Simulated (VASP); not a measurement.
Write the native input for VASP 6.6.1 that does the following.

```yaml
Task: density of states
Functional: PBEsol
Potentials_or_basis: VASP PAW PBE potentials, release 64 (K_sv, S)
Cutoff: 400 eV
k_mesh: 7 × 7 × 7
Occupations: fermi-dirac, width 0.01 eV
Spin: no spin polarisation
Dipole_correction: no
k_mesh_for_the_DOS: 11 × 11 × 11
Occupations_for_the_DOS: tetrahedron
Further_INCAR_settings: ALGO = Normal; EDIFF = 1e-06; NBANDS = 19
```

Crystal: K2S.

```
CELL_PARAMETERS angstrom
0.00000 3.69550 3.69550
3.69550 0.00000 3.69550
3.69550 3.69550 0.00000
ATOMIC_POSITIONS crystal
K 0.25000 0.25000 0.25000
K 0.75000 0.75000 0.75000
S 0.00000 0.00000 0.00000
```

One way to write it, as run:

POSCAR

```
K2S
1.0
    0.0000000000      3.6955000000      3.6955000000
    3.6955000000      0.0000000000      3.6955000000
    3.6955000000      3.6955000000      0.0000000000
K S
2 1
Direct
    0.2500000000      0.2500000000      0.2500000000
    0.7500000000      0.7500000000      0.7500000000
    0.0000000000      0.0000000000      0.0000000000
```

INCAR.step1

```
SYSTEM = K2S
PREC     = Accurate       ! precision mode
ENCUT    = 400            ! plane-wave cutoff, eV
EDIFF    = 1E-6           ! SCF threshold, eV
ISMEAR   = -1             ! smearing method
SIGMA    = 0.01           ! smearing width, eV
LREAL    = .FALSE.        ! projectors in reciprocal space
LASPH    = .TRUE.         ! aspherical terms in the spheres
NELM     = 120            ! most SCF steps
ALGO     = Normal         ! electronic algorithm
ISIF     = 2              ! what is computed and relaxed
LWAVE    = .FALSE.        ! write WAVECAR
LCHARG   = .TRUE.         ! write CHGCAR
GGA      = PS             ! functional
NBANDS   = 19             ! bands
GGA_COMPAT= .FALSE.      
NEDOS    = 2001           ! points of the DOS
LORBIT   = 11             ! projections on sites
```

KPOINTS.step1

```
Automatic mesh
0
G
  7 7 7
  0 0 0
```

INCAR.step2

```
SYSTEM = K2S
PREC     = Accurate       ! precision mode
ENCUT    = 400            ! plane-wave cutoff, eV
EDIFF    = 1E-6           ! SCF threshold, eV
ISMEAR   = -5             ! smearing method
SIGMA    = 0.01           ! smearing width, eV
LREAL    = .FALSE.        ! projectors in reciprocal space
LASPH    = .TRUE.         ! aspherical terms in the spheres
NELM     = 120            ! most SCF steps
ALGO     = Normal         ! electronic algorithm
ISIF     = 2              ! what is computed and relaxed
LWAVE    = .FALSE.        ! write WAVECAR
LCHARG   = .FALSE.        ! write CHGCAR
GGA      = PS             ! functional
LORBIT   = 11             ! projections on sites
NBANDS   = 19             ! bands
NEDOS    = 2001           ! points of the DOS
ICHARG   = 11             ! starting density
GGA_COMPAT= .FALSE.
```

KPOINTS.step2

```
Automatic mesh
0
G
  11 11 11
  0 0 0
```

Potentials or basis: VASP PAW PBE potentials, release 64 (K_sv, S).

Run with:

```console
$ cat potpaw_PBE.64/K_sv/POTCAR potpaw_PBE.64/S/POTCAR > POTCAR
$ cp INCAR.step1 INCAR
$ cp KPOINTS.step1 KPOINTS
$ mpirun -np 1 vasp_std > vasp.out
$ cp INCAR.step2 INCAR
$ cp KPOINTS.step2 KPOINTS
$ mpirun -np 1 vasp_std > vasp.out
```

It gave:

| Property | Result |
| --- | --- |
| Valence electrons inside the program's atomic spheres | K 7.56; S 3.69 |

Wall time 48 s on 1 thread of Intel(R) Xeon(R) Platinum 8488C (Sapphire Rapids), with other jobs on the host, peak memory 0.22 GiB.
